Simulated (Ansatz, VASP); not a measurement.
One calculation of Ti4HBr, two programs

```
Ti H Br
1.0
     3.71268    0.00000    0.00000
     0.00000    3.71268    0.00000
     0.00000    0.00000    7.20864
Ti H Br
4 1 1
Direct
  0.50000 0.00000 0.68223
  0.00000 0.50000 0.31777
  0.50000 0.00000 0.31777
  0.00000 0.50000 0.68223
  0.50000 0.50000 0.50000
  0.00000 0.00000 0.00000
```

Change from the starting cell: species swapped into the NaErF4 type (P4/mmm, No. 123).

Alike in both runs: functional PBE; k mesh 6 × 6 × 4; occupations gaussian, width 0.1 eV; no spin polarisation.

Ansatz relaxed the structure, and its values are those at the end. VASP's run is a single point on that final structure, the one shown.

|  | VASP | Ansatz |
| --- | --- | --- |
| version | VASP 6.6.1 | Ansatz 0.2.0 |
| potentials or method | VASP PAW PBE potentials, release 64 (Ti_sv, H, Br), cutoff 520 eV | scalar-relativistic, plane waves, PAW |
| valence electrons in the cell | 56 | 56 |

VASP gave:

| Item | Value |
| --- | --- |
| gap on the k mesh at the Fermi level (eV) | none |
| pressure (GPa) | 0.2 |
| rms of the force components (eV/Å) | 0.012 |

**Question.** What did Ansatz give for the same quantities?

**Answer.** gap on the k mesh at the Fermi level (eV): none; pressure (GPa): 0.3; rms of the force components (eV/Å): 0.015.

A gap of «none» marks a metal or a gap that the smearing closes.
